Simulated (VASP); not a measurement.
Crystal: Tc.

```
CELL_PARAMETERS angstrom
2.79308 0.00000 0.00000
-1.39654 2.41888 0.00000
0.00000 0.00000 8.94168
ATOMIC_POSITIONS crystal
Tc 0.66667 0.33333 0.75000
Tc 0.00000 0.00000 0.50000
Tc 0.33333 0.66667 0.25000
Tc 0.00000 0.00000 0.00000
```

Base run:

| Item | Value |
| --- | --- |
| Program | VASP 6.6.1 |
| Functional | PBE |
| Potentials or basis | VASP PAW PBE potentials, release 64 (Tc_pv) |
| Cutoff | 520 eV |
| k mesh | 11 × 11 × 3 |
| Occupations | fermi-dirac, width 0.05 eV |
| Spin | no spin polarisation |

Its results: band gap on the k mesh zero (bands 26 and 27 overlap by 2.66 eV); pressure -12.7 GPa.

The run is repeated on the same cell with these changes: functional from PBE to PBEsol; further incar settings from ALGO = Normal; EDIFF = 1e-07; NBANDS = 34 to ALGO = Normal; EDIFF = 1e-06; NBANDS = 34. What comes out?

Band gap on the k mesh zero (bands 26 and 27 overlap by 2.63 eV); pressure -21.5 GPa.

Caveats: the cell stands under tension; the PAW data sets were made with another functional, which shifts forces and pressure a little (at least some runs).
